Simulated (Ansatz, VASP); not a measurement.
# Two plane-wave programs on Pb

```
Pb
1.0
     3.40896    0.00000    0.00000
    -1.70448    2.95225    0.00000
     0.00000    0.00000    5.47589
Pb
2
Cartesian
  1.7045 0.9841 4.1069
  0.0000 1.9682 1.3690
```

Alike in both runs: task single point; functional PBE0; k mesh 4 × 4 × 4; occupations fermi-dirac, width 0.05 eV; no spin polarisation.

|  | VASP | Ansatz |
| --- | --- | --- |
| version | VASP 6.6.1 | Ansatz 0.2.0 |
| potentials or method | VASP PAW PBE potentials, release 64 (Pb_d) | Ansatz PAW |
| plane-wave cutoff (eV) | 520 | 420 |
| valence electrons in the cell | 28 | 28 |

|  | VASP | Ansatz | Ansatz less VASP |
| --- | --- | --- | --- |
| gap on the k mesh at the Fermi level (eV) | none | none | - |
| pressure (GPa) | 4.9 | 5.1 | +0.16 |
| traceless stress, the component that is largest in VASP (GPa) | -4.77 | -4.53 | +0.242 |

A gap of «none» marks a metal or a gap that the smearing closes.

The k mesh is coarse, so the values compare programs but aren't converged. Spin-orbit coupling is off throughout.
